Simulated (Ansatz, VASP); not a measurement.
**InH: VASP beside Ansatz**

```
In H
1.0
     3.18276    0.00000    0.00000
     0.00000    3.18276    0.00000
     0.00000    0.00000    3.18276
In H
1 1
Cartesian
  0.0000 0.0000 0.0000
  1.5914 1.5914 1.5914
```

Change from the starting cell: species swapped into the KI type (Pm-3m, No. 221).

Alike in both runs: functional PBE; k mesh 18 × 18 × 18; occupations gaussian, width 0.1 eV; no spin polarisation.

Ansatz relaxed the structure, and its values are those at the end. VASP's run is a single point on that final structure, the one shown.

|  | VASP | Ansatz |
| --- | --- | --- |
| version | VASP 6.6.1 | Ansatz 0.2.0 |
| potentials or method | VASP PAW PBE potentials, release 64 (In_d, H), cutoff 520 eV | scalar-relativistic, plane waves, PAW |
| valence electrons in the cell | 14 | 14 |

```csv
,VASP,Ansatz,Ansatz less VASP
gap on the k mesh at the Fermi level (eV),none,none,-
pressure (GPa),-0.1,0.0,+0.08
```

A gap of «none» marks a metal or a gap that the smearing closes. The functional is the same, so the differences come from potentials, cutoffs and numerics.
